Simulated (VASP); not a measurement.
# Ti (P6_3/mmc) in VASP: further runs, part 2 of 2

VASP 6.6.1. Earlier steps stand in the parts before.

### 5 Single point, PBE

Input file INCAR:

```
SYSTEM = Ti
PREC     = Accurate       ! precision mode
ENCUT    = 520            ! plane-wave cutoff, eV
EDIFF    = 1E-6           ! SCF threshold, eV
ISMEAR   = -1             ! smearing method
SIGMA    = 0.1            ! smearing width, eV
LREAL    = .False.        ! projectors in reciprocal space
LASPH    = .True.         ! aspherical terms in the spheres
NELM     = 100            ! most SCF steps
ALGO     = Normal         ! electronic algorithm
ISIF     = 2              ! what is computed and relaxed
LWAVE    = .False.        ! write WAVECAR
LCHARG   = .False.        ! write CHGCAR
GGA      = PE             ! functional
NBANDS   = 19             ! bands
```

Input file KPOINTS:

```
regular mesh
0
Gamma
  2 2 1
  0 0 0
```

Input file POSCAR:

```
Ti
1.0
    2.9390756844      0.0000000000      0.0000000000
   -1.4695378422      2.5453142064      0.0000000000
    0.0000000000      0.0000000000      4.6559893251
Ti
2
Direct
    0.3333333333      0.6666666667      0.2500000000
    0.6666666667      0.3333333333      0.7500000000
```

Potentials or basis: VASP PAW PBE potentials, release 64 (Ti_sv).

On the command line:

```bash
> cat potpaw_PBE.64/Ti_sv/POTCAR > POTCAR
> mpirun -np 1 vasp_std > vasp.out
```

OUTCAR:

```text
SYSTEM = Ti
   PREC = Accurate
   ENCUT = 520
   EDIFF = 1E-6
   ISMEAR = -1
   LREAL = .False.
   LASPH = .True.
   NELM = 100
   ISIF = 2
   GGA = PE

 ion  position               nearest neighbor table
   1  0.333  0.667  0.250-   2 2.88   2 2.88   2 2.88   2 2.88   2 2.88   2 2.88
   2  0.667  0.333  0.750-   1 2.88   1 2.88   1 2.88   1 2.88   1 2.88   1 2.88

  LATTYP: Found a hexagonal cell.
 ALAT       =     2.9390756844
 C/A-ratio  =     1.5841678899

  Lattice vectors:

 A1 = (   2.9390756844,   0.0000000000,   0.0000000000)
 A2 = (  -1.4695378422,   2.5453142064,   0.0000000000)
 A3 = (   0.0000000000,   0.0000000000,   4.6559893251)

Analysis of symmetry for initial positions (statically):
=====================================================================
 Subroutine PRICEL returns:
 Original cell was already a primitive cell.

 Routine SETGRP: Setting up the symmetry group for a
 hexagonal supercell.

 Subroutine GETGRP returns: Found 24 space group operations
 (whereof 12 operations were pure point group operations)
 out of a pool of 24 trial point group operations.

The static configuration has the point symmetry D_3d.
 The point group associated with its full space group is D_6h.

Analysis of symmetry for dynamics (positions and initial velocities):
=====================================================================
 Subroutine PRICEL returns:
 Original cell was already a primitive cell.

 Routine SETGRP: Setting up the symmetry group for a
 hexagonal supercell.

 Subroutine GETGRP returns: Found 24 space group operations
 (whereof 12 operations were pure point group operations)
 out of a pool of 24 trial point group operations.

The dynamic configuration has the point symmetry D_3d.
 The point group associated with its full space group is D_6h.

 Subroutine INISYM returns: Found 24 space group operations
 (whereof 12 operations are pure point group operations),
 and found     1 'primitive' translations

----------------------------------------------------------------------------------------

                                     Primitive cell

  volume of cell :      34.8309

  direct lattice vectors                    reciprocal lattice vectors
     2.939075684  0.000000000  0.000000000     0.340243024  0.196439402  0.000000000
    -1.469537842  2.545314206  0.000000000     0.000000000  0.392878804  0.000000000
     0.000000000  0.000000000  4.655989325     0.000000000  0.000000000  0.214777125

  length of vectors
     2.939075684  2.939075684  4.655989325     0.392878804  0.392878804  0.214777125

  position of ions in fractional coordinates (direct lattice)
     0.333333333  0.666666667  0.250000000
     0.666666667  0.333333333  0.750000000

  ion indices of the primitive-cell ions
   primitive index   ion index
                 1           1
                 2           2

----------------------------------------------------------------------------------------

 KPOINTS: regular mesh

Automatic generation of k-mesh.
 Grid dimensions read from file:
 generate k-points for:    2    2    1

 Generating k-lattice:

  Cartesian coordinates                     Fractional coordinates (reciprocal lattice)
     0.170121512  0.098219701  0.000000000     0.500000000  0.000000000  0.000000000
     0.000000000  0.196439402  0.000000000     0.000000000  0.500000000  0.000000000
     0.000000000  0.000000000  0.214777125     0.000000000  0.000000000  1.000000000

  Length of vectors
     0.196439402  0.196439402  0.214777125

  Shift w.r.t. Gamma in fractional coordinates (k-lattice)
     0.000000000  0.000000000  0.000000000

 Subroutine IBZKPT returns following result:
 ===========================================

 Found      2 irreducible k-points:

 Following reciprocal coordinates:
            Coordinates               Weight
  0.000000  0.000000  0.000000      1.000000
  0.500000  0.000000  0.000000      3.000000
   k-points           NKPTS =      2   k-points in BZ     NKDIM =      2   number of bands    NBANDS=     19
   number of dos      NEDOS =    301   number of ions     NIONS =      2
   total plane-waves  NPLWV =  20736
   dimension x,y,z NGX =    24 NGY =   24 NGZ =   36
   dimension x,y,z NGXF=    48 NGYF=   48 NGZF=   72
   ions per type =               2
   NGX,Y,Z   is equivalent  to a cutoff of  13.58, 13.58, 12.85 a.u.
   NGXF,Y,Z  is equivalent  to a cutoff of  27.15, 27.15, 25.71 a.u.
 SYSTEM =  Ti
   PREC   = accura    normal or accurate (medium, high low for compatibility)
   ISTART =      0    job   : 0-new  1-cont  2-samecut
   ICHARG =      2    charge: 1-file 2-atom 10-const
   ISPIN  =      1    spin polarized calculation?
   LNONCOLLINEAR =      F non collinear calculations
   LSORBIT =      F    spin-orbit coupling
   LASPH  =      T    aspherical Exc in radial PAW
   ENCUT  =  520.0 eV  38.22 Ry    6.18 a.u.   5.46  5.46  8.66*2*pi/ulx,y,z
   NELM   =    100;   NELMIN=  2; NELMDL= -5     # of ELM steps
   EDIFF  = 0.1E-05   stopping-criterion for ELM
   LREAL  =      F    real-space projection
   EDIFFG = 0.1E-04   stopping-criterion for IOM
   NSW    =      0    number of steps for IOM
   IBRION =     -1    ionic relax: 0-MD 1-quasi-New 2-CG
   NFREE  =      0    steps in history (QN), initial steepest desc. (CG)
   ISIF   =      2    stress and relaxation
   ISYM   =      2    0-nonsym 1-usesym 2-fastsym
   POTIM  = 0.5000    time-step for ionic-motion
   TEBEG  =    0.0;   TEEND  =   0.0 temperature during run
   PSTRESS=    0.0 pullay stress
   NELECT =      24.0000    total number of electrons
   NUPDOWN=      -1.0000    fix difference up-down
   EMIN   =  10.00;   EMAX   =-10.00  energy-range for DOS
   EFERMI =   0.00;   METHOD = LEGACY
   ISMEAR =    -1;   SIGMA  =   0.10  broadening in eV -4-tet -1-fermi 0-gaus
   EFERMI_NEDOS =   21; number of points for ismear=-14 and -15
   IALGO  =     38    algorithm
   IMIX   =      4    mixing-type and parameters
     AMIX     =   0.40;   BMIX     =  1.00
     AMIX_MAG =   1.60;   BMIX_MAG =  1.00
  volume/ion in A,a.u.               =      17.42       117.53
  Fermi-wavevector in a.u.,A,eV,Ry     =   1.445963  2.732474 28.447185  2.090809
  Thomas-Fermi vector in A             =   2.564085
   LORBIT       =      0    0 simple, 1 ext, 2 COOP (PROOUT), +10 PAW based schemes
   GGA     = PE    functional components
   LHFCALC =     F    Hartree Fock is set to
   AEXX    =    0.0000 exact exchange contribution
   IVDW    =     0    specifies the selected vdW correction
   LEPSILON=     F    determine dielectric tensor
   LRPA    =     F    only Hartree local field effects (RPA)
 non-spin polarized calculation
  energy-cutoff  :      520.00
  volume of cell :       34.83
 maximum number of plane-waves:       965
 NGX is ok and might be reduce to    24
   NGX = 11   NGY = 11   NGZ = 17

 number of electron      24.0000002 magnetization

 Free energy of the ion-electron system (eV)
  ---------------------------------------------------
  ext. energy  EPLUGINS =         0.00000000
  ---------------------------------------------------
  free energy    TOTEN  =       -16.47032406 eV

  energy without entropy =      -16.26156978  energy(sigma->0) =      -16.36594692

 E-fermi :   8.7793     XC(G=0): -11.4889

 val. band max:        7.6844649475   @ k =   0.5000   0.0000   0.0000
 cond. band min:       8.8040967384   @ k =   0.5000   0.0000   0.0000
 fundamental gap:      1.1196317909
 Fermi energy:         8.7792633557

 k-point     1 :       0.0000    0.0000    0.0000
  band No.  band energies     occupation
      1     -48.5816      2.00000
      2     -48.4472      2.00000
      3     -25.0643      2.00000
      4     -24.5796      2.00000
      5     -24.5796      2.00000
      6     -24.4805      2.00000
[... 11 lines left out ...]
     18       9.9382      0.00002
     19      11.4558      0.00000

 k-point     2 :       0.5000    0.0000    0.0000
  band No.  band energies     occupation
      1     -48.4655      2.00000
      2     -48.4218      2.00000
      3     -25.0464      2.00000
      4     -24.9256      2.00000
      5     -24.7603      2.00000
      6     -24.7201      2.00000
[... 11 lines left out ...]
     18      11.8689      0.00000
     19      12.6500      0.00000

------------------------ aborting loop because EDIFF is reached ----------------------------------------

  FORCE on cell =-STRESS in cart. coord.  units (eV):
  Direction    XX          YY          ZZ          XY          YZ          ZX
  --------------------------------------------------------------------------------------
  -------------------------------------------------------------------------------------
  Total        1.6501110      1.6501110     -7.4552499      0.0000000     -0.0000000      0.0000000
  in kB       75.9031130     75.9031130   -342.9324967      0.0000000     -0.0000000      0.0000000
  external PRESSURE =     -63.7087569 kB  Pullay stress =       0.0000000 kB

 VOLUME and BASIS-vectors are now :
 -----------------------------------------------------------------------------
  energy-cutoff  :      520.00
  volume of cell :       34.83
      direct lattice vectors                 reciprocal lattice vectors
     2.939075684  0.000000000  0.000000000     0.340243024  0.196439402  0.000000000
    -1.469537842  2.545314206  0.000000000     0.000000000  0.392878804  0.000000000
     0.000000000  0.000000000  4.655989325     0.000000000  0.000000000  0.214777125

 POSITION                                       TOTAL-FORCE (eV/Angst)
 -----------------------------------------------------------------------------------
     -0.00000      1.69688      1.16400        -0.000000      0.000000      0.000000
      1.46954      0.84844      3.49199         0.000000     -0.000000      0.000000
 -----------------------------------------------------------------------------------
    total drift:                               -0.000000      0.000000     -0.000000

  FREE ENERGIE OF THE ION-ELECTRON SYSTEM (eV)
  ---------------------------------------------------
  free  energy   TOTEN  =       -16.4703240634 eV

  energy  without entropy=      -16.2615697829  energy(sigma->0) =      -16.36594692
```

Run time: 5.7 s. Hardware: 1 thread of Intel Xeon 6975P-C, shared host; peak memory 0.14 GiB.

Results:

| Property | Result |
| --- | --- |
| Free energy | -16.4703 eV |
| Pressure | -6.4 GPa |
| Band gap on the k mesh | zero (band 12 reaches 9.01 eV, above the bottom of band 13 at 8.80 eV) |

Caveat: the k points lie up to 1.35 Å⁻¹ apart.

### 6 Summary

| spin | cell | k mesh | smearing | gap on the mesh (eV) | pressure (GPa) | moment (μB) |
| --- | --- | --- | --- | --- | --- | --- |
| off | a = 2.939, b = 2.939, c = 4.656 Å, angles 90.0, 90.0, 120.0°, 2 atoms | 12 × 12 × 7 | methfessel-paxton 0.3 eV | none | -0.5 | - |
| collinear, ferromagnetic start | a = 2.816, b = 2.816, c = 4.458 Å, angles 90.0, 90.0, 120.0°, 2 atoms | 20 × 20 × 11 | fermi-dirac 0.05 eV | none | 17.4 | 0.00 |
| collinear, ferromagnetic start | a = 2.858, b = 2.858, c = 4.524 Å, angles 90.0, 90.0, 120.0°, 2 atoms | 20 × 20 × 11 | fermi-dirac 0.05 eV | none | 10.4 | 0.00 |
| off | a = 2.939, b = 2.939, c = 4.656 Å, angles 90.0, 90.0, 120.0°, 2 atoms | 2 × 2 × 1 | fermi-dirac 0.1 eV | none | -6.4 | - |

Alike in all rows: task single point; level PBE; potentials or basis VASP PAW PBE potentials, release 64 (Ti_sv); cutoff (eV) 520.

Caveats: some runs use coarse meshes.

Total energies depend on the potentials used, so only differences within one code and one set of settings carry meaning.
